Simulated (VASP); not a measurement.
Here is a VASP 6.6.1 calculation.

The input INCAR:

```
PREC     = Accurate       # precision mode
ENCUT    = 520            # plane-wave cutoff, eV
EDIFF    = 1E-6           # SCF threshold, eV
ISMEAR   = -1             # smearing method
SIGMA    = 0.08           # smearing width, eV
LREAL    = F              # projectors in reciprocal space
LASPH    = T              # aspherical terms in the spheres
NELM     = 100            # most SCF steps
ALGO     = Normal         # electronic algorithm
ISIF     = 2              # what is computed and relaxed
LWAVE    = F              # write WAVECAR
LCHARG   = F              # write CHGCAR
GGA      = PS             # functional
NBANDS   = 20             # bands
```

KPOINTS

```
regular mesh
0
Gamma
  13 13 13
```

File POSCAR:

```
Ga
1.0
    0.0000000000      2.2071979905      2.2071979905
    2.2071979905      0.0000000000      2.2071979905
    2.2071979905      2.2071979905      0.0000000000
Ga
2
Direct
   -0.1250000000     -0.1250000000     -0.1250000000
    0.1250000000      0.1250000000      0.1250000000
```

Potentials or basis: VASP PAW PBE potentials, release 64 (Ga_d).

Command:

```bash
$ cat potpaw_PBE.64/Ga_d/POTCAR > POTCAR
$ mpirun -np 1 vasp_std > vasp.out
```

Task: Predict the pressure.

Result: 223.7 GPa.

Task: What does it give for the band gap on the k mesh?

Result: Zero (band 13 reaches 18.12 eV, above the bottom of band 14 at 7.77 eV).

Caveat: the PAW data sets were made with another functional, which shifts forces and pressure a little.
